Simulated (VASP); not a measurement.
SiBi:

```
Si Bi
1.0
     1.91079    1.10319    4.35571
    -1.91079    1.10319    4.35571
     0.00000   -2.20639    4.35571
Si Bi
1 1
Direct
  0.50000 0.50000 0.50000
  0.00000 0.00000 0.00000
```

The cell was generated, and may not be a known phase.

| Property | Result |
| --- | --- |
| Program | VASP 6.6.1 |
| Task | relaxation of cell and atoms |
| Functional | PBE |
| Potentials or basis | VASP PAW PBE potentials, release 64 (Si, Bi_d) |
| Cutoff | 600 eV |
| k mesh | 6 × 6 × 6 |
| Occupations | gaussian, width 0.1 eV |
| Spin | no spin polarisation |

At the start: pressure -4.5 GPa; volume 27.55 Å³/atom.

Problem. How do energy, volume and symmetry change on relaxing?

Solution. Over 20 steps the energy falls by 178.1 meV/atom and the volume is 25.24 Å³/atom (-8.4 %); space group R-3m (No. 166, to 0.1 Å) before, Fm-3m (No. 225, to 0.1 Å).

The path:
```tsv
step	energy change (eV)	largest force (eV/Å)	pressure (GPa)	volume (Å³)
1	0.0000	0.0000	-4.54	55.09
2	-0.1073	0.0000	1.93	49.05
3	-0.1109	0.0000	0.72	49.87
4	-0.1109	0.0000	0.61	49.97
5	-0.1210	0.0000	0.19	50.42
6	-0.1817	0.0000	-0.89	51.71
7	-0.2729	0.0000	-3.21	54.01
8	-0.2784	0.0000	-3.62	54.44
9	-0.2804	0.0000	-3.68	54.46
10	-0.2859	0.0000	-3.77	54.52
11	-0.2962	0.0000	-3.97	54.61
12	-0.2931	0.0000	-3.99	54.68
13	-0.3000	0.0000	-4.05	54.65
14	-0.3103	0.0000	-3.73	54.24
15	-0.3348	0.0000	-2.65	53.01
16	-0.3537	0.0000	-0.05	50.60
17	-0.3538	0.0000	-0.26	50.76
18	-0.3543	0.0000	-0.25	50.74
19	-0.3555	0.0000	-0.13	50.65
20	-0.3561	0.0000	0.08	50.49
```

Final structure:
```xyz
2
Lattice="2.0718 1.1961 3.3955 -2.0718 1.1961 3.3955 0.0000 -2.3923 3.3955" Properties=species:S:1:pos:R:3 pbc="T T T"
Si    0.0000    0.0000    5.0932
Bi    0.0000    0.0000    0.0000
```

Caveat: an odd number of electrons without spin polarisation forces a metal; a magnetic or distorted state may lie lower.
